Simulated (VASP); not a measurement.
Set up this calculation in VASP 6.6.1, as the native input.

```yaml
Task: relaxation of cell and atoms
Functional: PBE
Potentials_or_basis: VASP PAW PBE potentials, release 64 (Zr_sv, B)
Cutoff: 600 eV
k_mesh: 8 × 8 × 8
Occupations: gaussian, width 0.1 eV
Spin: no spin polarisation
Dipole_correction: no
Further_INCAR_settings: ALGO = Fast; EDIFF = 1e-07; IBRION = 2; EDIFFG = -0.01; NSW = 100; ISIF = 3
```

The structure of Zr4B lies in POSCAR:

```
Zr4B
1.0
    4.6936595567      0.0000000000      0.0000000000
    0.0000000000      4.6936595567      0.0000000000
    0.0000000000      0.0000000000      4.6936595567
Zr B
4 1
Direct
    0.5000000000      0.0000000000      0.0000000000
    0.0000000000      0.5000000000      0.0000000000
    0.0000000000      0.0000000000      0.5000000000
    0.5000000000      0.5000000000      0.5000000000
    0.0000000000      0.0000000000      0.0000000000
```

The input as run:

INCAR

```
  PREC = Accurate
  ENCUT = 600
  EDIFF = 1E-7
  ISMEAR = 0
  SIGMA = 0.1
  LREAL = F
  LASPH = T
  NELM = 80
  ALGO = Fast
  ISIF = 3
  LWAVE = F
  LCHARG = F
  GGA = PE
  IBRION = 2
  NSW = 100
  EDIFFG = -0.01
```

KPOINTS

```
Automatic mesh
0
Gamma
  8 8 8
```

Potentials or basis: VASP PAW PBE potentials, release 64 (Zr_sv, B).

Run with:

```console
$ cat potpaw_PBE.64/Zr_sv/POTCAR potpaw_PBE.64/B/POTCAR > POTCAR
$ mpirun -np 1 vasp_std > vasp.out
```

It gave:

```json
{"Relaxed volume": "20.82 Å³/atom", "Relaxed cell": "a = 4.704 Å, b = 4.704 Å, c = 4.704 Å, α = 90.00°, β = 90.00°, γ = 90.00°", "Space group after relaxing (to 0.05 Å)": "Pm-3m (No. 221)", "Energy gained by relaxing": "0.3 meV/atom", "Ionic steps": "3", "Pressure after relaxing": "0.0 GPa"}
```

Run time: 6.8 min on 1 thread of Intel(R) Xeon(R) Platinum 8488C (Sapphire Rapids), on a shared host, peak memory 0.31 GiB.
